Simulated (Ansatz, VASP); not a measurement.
## Two plane-wave programs on Y

```
Y
1.0
     3.14047   -1.80163   -0.07324
     3.14047    1.80163   -0.07324
    -1.94373    0.00000   11.66638
Y
4
Direct
  0.21186 0.21186 0.12656
  0.78814 0.78814 0.87344
  0.37523 0.37523 0.62321
  0.62477 0.62477 0.37679
```

Alike in both runs: functional PBE; k mesh 4 × 4 × 2; occupations gaussian, width 0.1 eV; no spin polarisation.

Ansatz relaxed the structure, and its values are those at the end. VASP's run is a single point on that final structure, the one shown.

```csv
,VASP,Ansatz
version,VASP 6.6.1,Ansatz 0.2.0
potentials or method,"VASP PAW PBE potentials, release 64 (Y_sv), cutoff 520 eV","scalar-relativistic, plane waves, PAW"
valence electrons in the cell,44,44
```

```csv
,VASP,Ansatz,Ansatz less VASP
gap on the k mesh at the Fermi level (eV),none,none,-
pressure (GPa),0.0,0.1,+0.11
rms of the force components (eV/Å),0.006,0.006,-0.0001
```

A gap of «none» marks a metal or a gap that the smearing closes.

The k mesh is coarse, so the values compare programs but aren't converged.
